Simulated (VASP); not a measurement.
# HC12 in VASP: a series of runs

HC12 is run at these levels: LDA; tasks: single point.

All numbers are computed with VASP 6.6.1; they aren't measurements. Logs are shortened: lines on timing, memory, paths and dates and some standing lists are left out, and cuts for length are marked.

## 1. The cell of the first run

The cell holds a slab with vacuum, 26 atoms: a = 4.889 Å, b = 7.202 Å, c = 22.768 Å, α = 90.00°, β = 90.00°, γ = 109.84°.

## 2. Single point, LDA

INCAR

```
SYSTEM = HC12
ALGO     = Normal         ! electronic algorithm
DIPOL    = 0.5 0.5 0.300
EDIFF    = 1E-6           ! SCF threshold, eV
ENCUT    = 520            ! plane-wave cutoff, eV
GGA      = CA             ! functional
IDIPOL   = 3            
ISIF     = 2              ! what is computed and relaxed
ISMEAR   = 0              ! smearing method
LASPH    = .True.         ! aspherical terms in the spheres
LCHARG   = .False.        ! write CHGCAR
LDIPOL   = .True.       
LREAL    = Auto         
LWAVE    = .False.        ! write WAVECAR
NBANDS   = 68             ! bands
NELM     = 60             ! most SCF steps
PREC     = Accurate       ! precision mode
SIGMA    = 0.05           ! smearing width, eV
```

KPOINTS

```
k-points
0
Gamma
  6 4 1
  0 0 0
```

POSCAR

```
HC12
1.0
    4.8892663280      0.0000000000      0.0000000000
   -2.4446331640      6.7739291692      0.0000000000
    0.0000000000      0.0000000000     22.7684096771
C H
24 2
Direct
    0.4020794403      0.3041588806      0.1756820110
    0.4020794403      0.8041588805      0.1756820110
    0.9020794403      0.3041588806      0.1756820110
    0.9020794403      0.8041588805      0.1756820110
    0.1630408159      0.3260816317      0.2059829668
    0.1630408159      0.8260816317      0.2059829668
    0.6630408159      0.3260816317      0.2059829668
    0.6630408159      0.8260816317      0.2059829668
    0.1846395683      0.3692791367      0.2666259491
    0.1846395683      0.8692791367      0.2666259491
    0.6846395683      0.3692791367      0.2666259491
    0.6846395683      0.8692791367      0.2666259491
    0.4461625696      0.3923265051      0.2960492075
    0.4461625696      0.8923265051      0.2960492075
    0.9461625696      0.3923265051      0.2960492075
    0.9461625696      0.8923265051      0.2960492075
    0.4715644646      0.4431294558      0.3591099590
    0.4715644646      0.9431294558      0.3591099590
    0.9715644646      0.4431294558      0.3591099590
    0.9715644646      0.9431294558      0.3591099590
    0.2327030006      0.4654044969      0.3851129614
    0.2327030006      0.9654044969      0.3851129614
    0.7327030006      0.4654044969      0.3851129614
    0.7327030006      0.9654044969      0.3851129614
    0.2327030006      0.8834082800      0.5168744697
    0.2327030006      1.0474007138      0.5168744697
```

Potentials or basis: VASP PAW LDA potentials, release 64 (C, H).

Run with:

```sh
cat potpaw_LDA.64/C/POTCAR potpaw_LDA.64/H/POTCAR > POTCAR
mpirun -np 1 vasp_std > vasp.out
```

OUTCAR:

```text
SYSTEM = HC12
   EDIFF = 1E-6
   ENCUT = 520
   GGA = CA
   ISIF = 2
   ISMEAR = 0
   LASPH = .True.
   LREAL = Auto
   NELM = 60
   PREC = Accurate

 ion  position               nearest neighbor table
   1  0.402  0.304  0.176-   5 1.41   7 1.41
   2  0.402  0.804  0.176-   8 1.41   6 1.41
   3  0.902  0.304  0.176-   7 1.41   5 1.41
   4  0.902  0.804  0.176-   6 1.41   8 1.41
   5  0.163  0.326  0.206-   1 1.41   3 1.41   9 1.41
   6  0.163  0.826  0.206-   4 1.41   2 1.41  10 1.41
   7  0.663  0.326  0.206-   3 1.41   1 1.41  11 1.41
   8  0.663  0.826  0.206-   2 1.41   4 1.41  12 1.41
   9  0.185  0.369  0.267-  13 1.40  15 1.40   5 1.41
  10  0.185  0.869  0.267-  14 1.40  16 1.40   6 1.41
[... 8 lines left out ...]
  19  0.972  0.443  0.359-  23 1.37  21 1.37  15 1.48
  20  0.972  0.943  0.359-  24 1.37  22 1.37  16 1.48
  21  0.233  0.465  0.385-  17 1.37  19 1.37
  22  0.233  0.965  0.385-  18 1.37  20 1.37
  23  0.733  0.465  0.385-  19 1.37  17 1.37
  24  0.733  0.965  0.385-  20 1.37  18 1.37
  25  0.233  0.883  0.517-
  26  0.233  0.047  0.517-

  LATTYP: Found a base centered orthorhombic cell.
 ALAT       =     4.8892663280
 B/A-ratio  =     2.7709389159
 C/A-ratio  =     4.6568151845

  Lattice vectors:

 A1 = (   2.4446331640,  -6.7739291692,   0.0000000000)
 A2 = (   2.4446331640,   6.7739291692,   0.0000000000)
 A3 = (   0.0000000000,   0.0000000000,  22.7684096771)

Analysis of symmetry for initial positions (statically):
=====================================================================
 Subroutine PRICEL returns:
 Original cell was already a primitive cell.

 Routine SETGRP: Setting up the symmetry group for a
 base centered orthorhombic supercell.

 Subroutine GETGRP returns: Found  1 space group operations
 (whereof  1 operations were pure point group operations)
 out of a pool of  8 trial point group operations.

The static configuration has the point symmetry C_1 .

Analysis of symmetry for dynamics (positions and initial velocities):
=====================================================================
 Subroutine PRICEL returns:
 Original cell was already a primitive cell.

 Routine SETGRP: Setting up the symmetry group for a
 base centered orthorhombic supercell.

 Subroutine GETGRP returns: Found  1 space group operations
 (whereof  1 operations were pure point group operations)
 out of a pool of  8 trial point group operations.

The dynamic configuration has the point symmetry C_1 .

 Subroutine INISYM returns: Found  1 space group operations
 (whereof  1 operations are pure point group operations),
 and found     1 'primitive' translations

----------------------------------------------------------------------------------------

                                     Primitive cell

  volume of cell :     754.0793

  direct lattice vectors                    reciprocal lattice vectors
     4.889266328  0.000000000  0.000000000     0.204529664  0.073812405  0.000000000
    -2.444633164  6.773929169  0.000000000     0.000000000  0.147624809  0.000000000
     0.000000000  0.000000000 22.768409677     0.000000000  0.000000000  0.043920503

  length of vectors
     4.889266328  7.201551756 22.768409677     0.217441152  0.147624809  0.043920503

  position of ions in fractional coordinates (direct lattice)
     0.402079440  0.304158881  0.175682011
     0.402079440  0.804158880  0.175682011
     0.902079440  0.304158881  0.175682011
     0.902079440  0.804158880  0.175682011
     0.163040816  0.326081632  0.205982967
     0.163040816  0.826081632  0.205982967
[... 18 lines left out ...]
     0.232703001  0.883408280  0.516874470
     0.232703001  0.047400714  0.516874470

  ion indices of the primitive-cell ions
   primitive index   ion index
                 1           1
                 2           2
                 3           3
                 4           4
                 5           5
                 6           6
[... 18 lines left out ...]
                25          25
                26          26

[... 27 lines left out ...]
|           WW  WW  A    A  R   R   N   NN  II  N   NN  G    G                |
|           W    W  A    A  R    R  N    N  II  N    N   GGGG   !!!           |
|                                                                             |
|     Your reciprocal lattice and k-lattice belong to different lattice       |
|     classes:                                                                |
|                                                                             |
|        The reciprocal lattice is base centered orthorhombic,                |
|        whereas your k-lattice is simple monoclinic.                         |
|                                                                             |
|     Results are often still useful ...                                      |
|                                                                             |
 -----------------------------------------------------------------------------

 WARNING: IBZKPT: internal override: KBLOWUP is changed to .FALSE.
      ... skipping the blow-up phase ...

 Subroutine IBZKPT returns following result:
 ===========================================

 Found     14 irreducible k-points:

 Following reciprocal coordinates:
            Coordinates               Weight
  0.000000  0.000000  0.000000      1.000000
  0.166667  0.000000  0.000000      2.000000
  0.333333  0.000000  0.000000      2.000000
  0.500000  0.000000  0.000000      1.000000
  0.000000  0.250000  0.000000      2.000000
  0.166667  0.250000  0.000000      2.000000
  0.333333  0.250000  0.000000      2.000000
  0.500000  0.250000  0.000000      2.000000
 -0.333333  0.250000  0.000000      2.000000
 -0.166667  0.250000  0.000000      2.000000
  0.000000  0.500000  0.000000      1.000000
  0.166667  0.500000  0.000000      2.000000
  0.333333  0.500000  0.000000      2.000000
  0.500000  0.500000  0.000000      1.000000
   k-points           NKPTS =     14   k-points in BZ     NKDIM =     14   number of bands    NBANDS=     68
   number of dos      NEDOS =    301   number of ions     NIONS =     26
   total plane-waves  NPLWV = 349920
   dimension x,y,z NGX =    36 NGY =   54 NGZ =  180
   dimension x,y,z NGXF=    72 NGYF=  108 NGZF=  360
   ions per type =              24   2
   NGX,Y,Z   is equivalent  to a cutoff of  12.24, 12.47, 13.14 a.u.
   NGXF,Y,Z  is equivalent  to a cutoff of  24.48, 24.93, 26.29 a.u.
 SYSTEM =  HC12
   PREC   = accura    normal or accurate (medium, high low for compatibility)
   ISTART =      0    job   : 0-new  1-cont  2-samecut
   ICHARG =      2    charge: 1-file 2-atom 10-const
   ISPIN  =      1    spin polarized calculation?
   LNONCOLLINEAR =      F non collinear calculations
   LSORBIT =      F    spin-orbit coupling
   LASPH  =      T    aspherical Exc in radial PAW
   ENCUT  =  520.0 eV  38.22 Ry    6.18 a.u.   9.09 13.39 42.33*2*pi/ulx,y,z
   NELM   =     60;   NELMIN=  2; NELMDL= -5     # of ELM steps
   EDIFF  = 0.1E-05   stopping-criterion for ELM
   LREAL  =      T    real-space projection
   EDIFFG = 0.1E-04   stopping-criterion for IOM
   NSW    =      0    number of steps for IOM
   IBRION =     -1    ionic relax: 0-MD 1-quasi-New 2-CG
   NFREE  =      0    steps in history (QN), initial steepest desc. (CG)
   ISIF   =      2    stress and relaxation
   ISYM   =      2    0-nonsym 1-usesym 2-fastsym
   POTIM  = 0.5000    time-step for ionic-motion
   TEBEG  =    0.0;   TEEND  =   0.0 temperature during run
   PSTRESS=    0.0 pullay stress
   NELECT =      98.0000    total number of electrons
   NUPDOWN=      -1.0000    fix difference up-down
   EMIN   =  10.00;   EMAX   =-10.00  energy-range for DOS
   EFERMI =   0.00;   METHOD = LEGACY
   ISMEAR =     0;   SIGMA  =   0.05  broadening in eV -4-tet -1-fermi 0-gaus
   EFERMI_NEDOS =   21; number of points for ismear=-14 and -15
   IALGO  =     38    algorithm
   IMIX   =      4    mixing-type and parameters
     AMIX     =   0.40;   BMIX     =  1.00
     AMIX_MAG =   1.60;   BMIX_MAG =  1.00
  volume/ion in A,a.u.               =      29.00       195.72
  Fermi-wavevector in a.u.,A,eV,Ry     =   0.829235  1.567028  9.355793  0.687631
  Thomas-Fermi vector in A             =   1.941748
   LORBIT       =      0    0 simple, 1 ext, 2 COOP (PROOUT), +10 PAW based schemes
   GGA     = CA    functional components
   LHFCALC =     F    Hartree Fock is set to
   AEXX    =    0.0000 exact exchange contribution
   IVDW    =     0    specifies the selected vdW correction
   LEPSILON=     F    determine dielectric tensor
   LRPA    =     F    only Hartree local field effects (RPA)
 non-spin polarized calculation
 Gauss-broadening in eV      SIGMA  =   0.05
  energy-cutoff  :      520.00
  volume of cell :      754.08
 maximum number of plane-waves:     20327
   NGX = 19   NGY = 27   NGZ = 85

 dipolmoment           0.000000      0.000000      0.047436 electrons x Angstroem

 number of electron      98.0000001 magnetization

 dipolmoment           0.000000      0.000000     -0.157797 electrons x Angstroem

 Free energy of the ion-electron system (eV)
  ---------------------------------------------------
  ext. energy  EPLUGINS =         0.00000000
  ---------------------------------------------------
  free energy    TOTEN  =      -220.13964013 eV

  energy without entropy =     -220.11352817  energy(sigma->0) =     -220.12658415

 E-fermi :  -3.5753     XC(G=0):  -4.0335

 val. band max:       -3.5834131032   @ k =   0.3333   0.5000   0.0000
 cond. band min:      -3.5588009002   @ k =   0.3333   0.0000   0.0000
 fundamental gap:      0.0246122030
 Fermi energy:        -3.5752634094

 k-point     1 :       0.0000    0.0000    0.0000
  band No.  band energies     occupation
      1     -22.4992      2.00000
      2     -22.1703      2.00000
      3     -20.7510      2.00000
      4     -20.4878      2.00000
      5     -18.2621      2.00000
      6     -18.1223      2.00000
[... 885 lines left out ...]
     60       1.8406      0.00000
     61       2.1908      0.00000
 [bands above 61 left out]

------------------------ aborting loop because EDIFF is reached ----------------------------------------

 vacuum level on the upper side and lower side of the slab       (xc-potential included)        -0.502         0.328

  FORCE on cell =-STRESS in cart. coord.  units (eV):
  Direction    XX          YY          ZZ          XY          YZ          ZX
  --------------------------------------------------------------------------------------
  -------------------------------------------------------------------------------------
  Total        1.2038026     -6.0276805      4.3576891      1.6504757      1.7235857     -0.0095198
  in kB        2.5576954    -12.8068925      9.2586951      3.5067327      3.6620681     -0.0202265
  external PRESSURE =      -0.3301673 kB  Pullay stress =       0.0000000 kB

 VOLUME and BASIS-vectors are now :
 -----------------------------------------------------------------------------
  energy-cutoff  :      520.00
  volume of cell :      754.08
      direct lattice vectors                 reciprocal lattice vectors
     4.889266328  0.000000000  0.000000000     0.204529664  0.073812405  0.000000000
    -2.444633164  6.773929169  0.000000000     0.000000000  0.147624809  0.000000000
     0.000000000  0.000000000 22.768409677     0.000000000  0.000000000  0.043920503

 POSITION                                       TOTAL-FORCE (eV/Angst)
 -----------------------------------------------------------------------------------
      1.22232      2.06035      4.00000         0.001115      0.299198      1.834477
      0.00000      5.44732      4.00000         0.022981      0.289331      1.788641
      3.66695      2.06035      4.00000         0.003260      0.297114      1.831189
      2.44463      5.44732      4.00000        -0.018652      0.289253      1.788591
      0.00000      2.20885      4.68990         0.000783     -0.705773     -3.483418
     -1.22232      5.59582      4.68990        -0.000760     -0.703100     -3.432425
[... 18 lines left out ...]
     -1.02186      5.98415     11.76841        -1.466562      4.095863     -0.070273
      1.02187      0.32109     11.76841         1.468301     -4.100444     -0.087440
 -----------------------------------------------------------------------------------
    total drift:                               -0.009832      0.011159      0.022883

  FREE ENERGIE OF THE ION-ELECTRON SYSTEM (eV)
  ---------------------------------------------------
  free  energy   TOTEN  =      -220.1396401326 eV

  energy  without entropy=     -220.1135281707  energy(sigma->0) =     -220.12658415

 vacuum level on the upper side and lower side of the slab         2.613         3.461
```

Wall time 39 min (1 thread of Intel Xeon Platinum 8259CL at 2.50GHz (Skylake/Cascade Lake), shared host); peak memory 0.8 GiB.

Results:

* Free energy: -220.1396 eV
* Largest force: 4.356 eV/Å
* Band gap on the k mesh: zero (band 49 reaches -3.54 eV, above the bottom of band 50 at -3.59 eV)

Forces on the atoms (eV/Å):
```
C    0.001  0.299  1.834
C    0.023  0.289  1.789
C    0.003  0.297  1.831
C   -0.019  0.289  1.789
C    0.001 -0.706 -3.483
C   -0.001 -0.703 -3.432
C   -0.002 -0.706 -3.484
C    0.000 -0.692 -3.405
C   -0.002  0.394  1.553
C   -0.003  0.388  1.515
C   -0.003  0.394  1.551
C   -0.002  0.392  1.537
C    0.003 -0.007  0.017
C   -0.021  0.010  0.046
C   -0.001  0.002  0.016
C    0.024  0.009  0.045
C    0.002 -0.068 -0.071
C    0.019 -0.055  0.008
C    0.002 -0.066 -0.075
C   -0.015 -0.059  0.003
C   -0.005  0.087  0.171
C   -0.006  0.048  0.034
C   -0.001  0.083  0.152
C    0.000  0.085  0.218
H   -1.467  4.096 -0.070
H    1.468 -4.100 -0.087
```

Levels at points of the mesh, in eV from the Fermi level:
```csv
k point,band 45,band 46,band 47,band 48,band 49,band 50,band 51,band 52,band 53,band 54
"(0.00, 0.00, 0.00)",-0.46,-0.43,-0.26,-0.26,-0.18,0.35,0.38,0.42,0.77,0.78
"(0.50, 0.00, 0.00)",-1.42,-0.15,-0.13,-0.05,-0.04,0.03,0.03,0.13,0.14,2.79
"(0.00, 0.50, 0.00)",-0.43,-0.38,-0.34,-0.26,-0.26,0.40,0.43,0.58,0.62,0.90
"(0.50, 0.50, 0.00)",-1.42,-0.15,-0.13,-0.06,-0.04,0.03,0.03,0.14,0.14,2.79
```

[end of part 1 of 3]
